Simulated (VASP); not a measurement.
Write the native input for VASP 6.6.1 that does the following.

* Task: single point
* Functional: PBE-based screened hybrid
* Potentials or basis: VASP PAW PBE potentials, release 64 (Hf_pv)
* Cutoff: 520 eV
* k mesh: 5 × 5 × 5
* Occupations: fermi-dirac, width 0.05 eV
* Spin: no spin polarisation
* Dipole correction: no
* Grid for exact exchange (PRECFOCK): Normal
* Share of exact exchange: 0.25
* Further INCAR settings: ALGO = Normal; EDIFF = 1e-06; NBANDS = 11
* Screening parameter: 0.3 1/Å

Hf:

```
Hf
1.0
    -1.77226    1.77226    1.77226
     1.77226   -1.77226    1.77226
     1.77226    1.77226   -1.77226
Hf
1
Direct
  0.00000 0.00000 0.00000
```

The input as run:

POSCAR

```
Hf
1.0
   -1.7722564418      1.7722564418      1.7722564418
    1.7722564418     -1.7722564418      1.7722564418
    1.7722564418      1.7722564418     -1.7722564418
Hf
1
Direct
    0.0000000000      0.0000000000      0.0000000000
```

INCAR.step1

```
SYSTEM = Hf
ALGO = Normal
EDIFF = 1E-5
ENCUT = 520
GGA = PE
ISIF = 2
ISMEAR = -1
LASPH = .True.
LCHARG = .False.
LREAL = .False.
LWAVE = .True.
NBANDS = 11
NELM = 100
PREC = Accurate
SIGMA = 0.05
```

INCAR.step2

```
SYSTEM = Hf
AEXX = 0.25
ALGO = Normal
EDIFF = 1E-6
ENCUT = 520
GGA = PE
HFSCREEN = 0.3
ISIF = 2
ISMEAR = -1
ISTART = 1
LASPH = .True.
LCHARG = .False.
LHFCALC = .True.
LREAL = .False.
LWAVE = .False.
NBANDS = 11
NELM = 100
PREC = Accurate
PRECFOCK = Normal
SIGMA = 0.05
```

KPOINTS

```
k-points
0
Gamma
  5 5 5
  0 0 0
```

Potentials or basis: VASP PAW PBE potentials, release 64 (Hf_pv).

The run is started by

```console
$ cat potpaw_PBE.64/Hf_pv/POTCAR > POTCAR
$ cp INCAR.step1 INCAR
$ mpirun -np 1 vasp_std > vasp.out
$ cp INCAR.step2 INCAR
$ mpirun -np 1 vasp_std > vasp.out
```

It gave:

```json
{
  "Pressure": "-1.9 GPa",
  "Band gap on the k mesh": "zero (band 5 reaches 6.52 eV, above the bottom of band 6 at 3.70 eV)"
}
```

Caveat: the k points lie up to 0.50 Å⁻¹ apart; the PAW data sets were made with another functional, which shifts forces and pressure a little; spin-orbit coupling is left out, which moves the levels of the heavy elements.

Run time: 4.5 min on 1 thread of AMD EPYC 9R45 (Zen 5) (shared host), peak memory 0.2 GiB.
